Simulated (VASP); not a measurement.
## Y4I: single point with PBE

The system is Y4I.

```
Y I
1.0
     5.66072    0.00000    0.00000
     0.00000    5.66072    0.00000
     0.00000    0.00000    5.66072
Y I
4 1
Direct
  0.00000 0.50000 0.50000
  0.50000 0.00000 0.50000
  0.50000 0.50000 0.00000
  0.00000 0.00000 0.00000
  0.50000 0.50000 0.50000
```

The cell was generated, and may not be a known phase.

```json
{"Program": "VASP 6.6.1", "Task": "single point", "Functional": "PBE", "Potentials or basis": "VASP PAW PBE potentials, release 64 (Y_sv, I)", "Cutoff": "520 eV", "k mesh": "4 × 4 × 4", "Occupations": "gaussian, width 0.1 eV", "Spin": "no spin polarisation"}
```

```yaml
Pressure: -0.1 GPa
Band_gap_on_the_k_mesh: zero (an odd number of electrons rules out a gap without spin polarisation)
```

Levels at points of the mesh, in eV from the Fermi level:
```csv
k point,band 24,band 25,band 26,band 27,band 28,band 29
"(0.00, 0.00, 0.00)",-0.87,-0.87,-0.87,1.30,1.30,1.30
"(0.50, 0.00, 0.00)",-0.20,-0.20,-0.14,0.53,1.20,1.20
"(0.50, 0.50, 0.00)",-0.33,-0.11,-0.11,0.52,0.86,1.24
"(0.50, 0.50, 0.50)",-0.32,0.04,0.04,0.04,1.38,1.38
```

It took 67 s on 1 thread of AMD EPYC 7R43 64-Core Processor (Zen 3), on a shared host, peak memory 0.24 GiB.

Caveat: spin-orbit coupling is left out, which moves the levels of the heavy elements.
